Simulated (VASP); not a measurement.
Here is a VASP 6.6.1 calculation.

File INCAR:

```
SYSTEM = ScAl3
PREC = Accurate ; ENCUT = 520
EDIFF = 1E-6 ; ISMEAR = 0
SIGMA = 0.15 ; LREAL = .False.
LASPH = .True. ; NELM = 80
ALGO = Fast ; ISIF = 2
LWAVE = .False. ; LCHARG = .False.
GGA = PE ; NBANDS = 18
```

Contents of KPOINTS:

```
Automatic mesh
0
Gamma
  12 12 12
  0 0 0
```

The input POSCAR:

```
ScAl3
1.0
    3.7769041482      0.0000000000      0.0000000000
    0.0000000000      3.7769041482      0.0000000000
    0.0000000000      0.0000000000      4.4337570436
Sc Al
1 3
Direct
    0.0000000000      0.0000000000      0.0000000000
    0.5000000000      0.0000000000      0.5000000000
    0.0000000000      0.5000000000      0.5000000000
    0.5000000000      0.5000000000      0.0000000000
```

Potentials or basis: VASP PAW PBE potentials, release 64 (Sc_sv, Al).

Launch:

```console
$ cat potpaw_PBE.64/Sc_sv/POTCAR potpaw_PBE.64/Al/POTCAR > POTCAR
$ mpirun -np 1 vasp_std > vasp.out
```

Question: What does it give for the pressure?

Answer: 11.9 GPa.

Question: Predict the band gap on the k mesh.

Answer: Zero (band 10 reaches 8.97 eV, above the bottom of band 11 at 5.29 eV).

Stress tensor (GPa, compression positive):
```
20.59  0.00  0.00
 0.00 20.59  0.00
 0.00  0.00 -5.43
```

Caveat: the cell differs from its parent crystal (strain -0.080 along x and y, +0.080 along z).
